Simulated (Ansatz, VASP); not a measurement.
Given: the input of a run of Ansatz 0.2.0 on Ag.

input.yaml

```yaml
crystal:
  lattice:
    - [0.0, 2.0151418859, 2.0151418859]
    - [2.0151418859, 0.0, 2.0151418859]
    - [2.0151418859, 2.0151418859, 0.0]
  atoms:
    - { symbol: Ag, position: [0.0, 0.0, 0.0] }
hamiltonian:
  xc: b3lyp5
  pseudopotentials: { kind: paw }
kpoints:
  mp_grid: { grid: [6, 6, 6] }
scf:
  occupations: { method: fermi_dirac, width: 0.05 }
output:
  forces: true
  stress: true
  eigenvalues: true
```

Potentials or basis: Ansatz PAW.

Command:

```console
$ ansatz run input.yaml --threads 2 --pin off --max-ram 5632MiB --backend cpu --events-out ev --progress --plain --runs-dir out
```

Set up the same calculation for VASP 6.6.1. Potentials there: VASP PAW PBE potentials, release 64 (Ag).

As run (the cutoff follows the program's own potentials):

The input POSCAR:

```
Ag
1.0
    0.0000000000      2.0151418859      2.0151418859
    2.0151418859      0.0000000000      2.0151418859
    2.0151418859      2.0151418859      0.0000000000
Ag
1
Direct
    0.0000000000      0.0000000000      0.0000000000
```

The input INCAR.step1:

```
SYSTEM = Ag
PREC = Accurate
ENCUT = 520
EDIFF = 1E-5
ISMEAR = -1
SIGMA = 0.05
LREAL = .FALSE.
LASPH = .TRUE.
NELM = 60
ALGO = Normal
ISIF = 2
LWAVE = .TRUE.
LCHARG = .FALSE.
GGA = PE
NBANDS = 12
```

Contents of INCAR.step2:

```
SYSTEM = Ag
PREC = Accurate
ENCUT = 520
EDIFF = 1E-6
ISMEAR = -1
SIGMA = 0.05
LREAL = .FALSE.
LASPH = .TRUE.
NELM = 60
ALGO = Normal
ISIF = 2
LWAVE = .FALSE.
LCHARG = .FALSE.
GGA = B5
LHFCALC = .TRUE.
AEXX = 0.2
AGGAX = 0.72
AGGAC = 0.81
ALDAC = 0.19
PRECFOCK = Normal
ISTART = 1
NBANDS = 12
```

KPOINTS

```
regular mesh
0
G
  6 6 6
  0 0 0
```

Potentials or basis: VASP PAW PBE potentials, release 64 (Ag).

The run is started by

```bash
$ cat potpaw_PBE.64/Ag/POTCAR > POTCAR
$ cp INCAR.step1 INCAR
$ mpirun -np 1 vasp_std > vasp.out
$ cp INCAR.step2 INCAR
$ mpirun -np 1 vasp_std > vasp.out
```

Both were run:

|  | VASP | Ansatz | Ansatz less VASP |
| --- | --- | --- | --- |
| gap on the k mesh at the Fermi level (eV) | none | none | - |
| pressure (GPa) | 16.9 | 16.8 | -0.13 |

VASP's potentials were made for PBE, not for B3LYP5. A gap of «none» marks a metal or a gap that the smearing closes. With one functional, cell and mesh, what is left measures potentials, basis and numerics. VASP's potentials hold 11 valence electrons a cell and Ansatz's 19, so a difference there can come from the potentials and not from the codes.

The k mesh is coarse, so the values compare programs but aren't converged.
